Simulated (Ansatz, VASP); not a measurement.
# Ge: VASP beside Ansatz

The input INCAR:

```
SYSTEM = Ge
PREC = Accurate
ENCUT = 520
EDIFF = 1E-7
ISMEAR = 0
SIGMA = 0.15
LREAL = .False.
LASPH = .True.
NELM = 80
ALGO = Normal
ISIF = 2
LWAVE = .False.
LCHARG = .True.
GGA = PE
IVDW = 12
LELF = .True.
LVHAR = .True.
NBANDS = 13
```

KPOINTS

```
regular mesh
0
Gamma
  20 20 20
  0 0 0
```

File POSCAR:

```
Ge
1.0
    0.0000000000      2.0668851171      2.0983605250
    2.0668851171      0.0000000000      2.0983605250
    2.0668851171      2.0668851171      0.0000000000
Ge
1
Direct
    0.0000000000      0.0000000000      0.0000000000
```

Input for Ansatz:

```yaml
crystal:
  lattice:
    - [0.0, 2.0668851171, 2.098360525]
    - [2.0668851171, 0.0, 2.098360525]
    - [2.0668851171, 2.0668851171, 0.0]
  atoms:
    - { symbol: Ge, position: [0.0, 0.0, 0.0] }
basis:
  ecutwfc: 420
kpoints:
  mp_grid: { grid: [20, 20, 20] }
hamiltonian:
  xc: pbe
  dispersion: d3bj
scf:
  occupations: { method: gaussian, width: 0.15 }
output:
  forces: true
  stress: true
  eigenvalues: true
```

Change from the starting cell: strain -0.0150 x Voigt [1, 1, 0, 0, 0, 0], atoms carried along.

Alike in both runs: task single point; functional PBE; dispersion D3(BJ); k mesh 20 × 20 × 20; occupations gaussian, width 0.15 eV; no spin polarisation.

|  | VASP | Ansatz |
| --- | --- | --- |
| version | VASP 6.6.1 | Ansatz 0.2.0 |
| potentials or method | VASP PAW PBE potentials, release 64 (Ge_d), cutoff 520 eV | scalar-relativistic, plane waves, PAW |
| valence electrons in the cell | 14 | 14 |

|  | VASP | Ansatz | Ansatz less VASP |
| --- | --- | --- | --- |
| gap on the k mesh at the Fermi level (eV) | none | none | - |
| pressure (GPa) | 3.2 | 3.2 | -0.06 |
| traceless stress, the component that is largest in VASP (GPa) | 0.16 | 0.15 | -0.002 |

A gap of «none» marks a metal or a gap that the smearing closes.
